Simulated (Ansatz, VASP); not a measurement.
**Be in VASP and in Ansatz**

INCAR

```
SYSTEM = Be
PREC = Accurate
ENCUT = 520
EDIFF = 1E-6
ISMEAR = 0
SIGMA = 0.1
LREAL = .False.
LASPH = .True.
NELM = 80
ALGO = Fast
ISIF = 2
LWAVE = .False.
LCHARG = .False.
GGA = PS
NBANDS = 7
```

The input KPOINTS:

```
regular mesh
0
Gamma
  24 24 24
  0 0 0
```

POSCAR

```
Be
1.0
   -1.2445120104      1.2445120104      1.2445120104
    1.2445120104     -1.2445120104      1.2445120104
    1.2445120104      1.2445120104     -1.2445120104
Be
1
Direct
    0.0000000000      0.0000000000      0.0000000000
```

Input for Ansatz:

```yaml
crystal:
  lattice:
    - [-1.2445120104, 1.2445120104, 1.2445120104]
    - [1.2445120104, -1.2445120104, 1.2445120104]
    - [1.2445120104, 1.2445120104, -1.2445120104]
  atoms:
    - { symbol: Be, position: [0.0, 0.0, 0.0] }
basis:
  ecutwfc: 420
kpoints:
  mp_grid: { grid: [24, 24, 24] }
hamiltonian:
  xc: pbesol
scf:
  occupations: { method: gaussian, width: 0.1 }
output:
  forces: true
  stress: true
  eigenvalues: true
```

Alike in both runs: task single point; functional PBEsol; k mesh 24 × 24 × 24; occupations gaussian, width 0.1 eV; no spin polarisation.

|  | VASP | Ansatz |
| --- | --- | --- |
| version | VASP 6.6.1 | Ansatz 0.2.0 |
| potentials or method | VASP PAW PBE potentials, release 64 (Be), cutoff 520 eV | scalar-relativistic, plane waves, PAW |
| valence electrons in the cell | 2 | 2 |

Ansatz gave:

| Quantity | Value |
| --- | --- |
| gap on the k mesh at the Fermi level (eV) | none |
| pressure (GPa) | 0.6 |

Problem. Which values does VASP return?

Solution. gap on the k mesh at the Fermi level (eV): none; pressure (GPa): 1.0.

VASP's potentials were made for PBE, not for PBEsol. A gap of «none» marks a metal or a gap that the smearing closes.
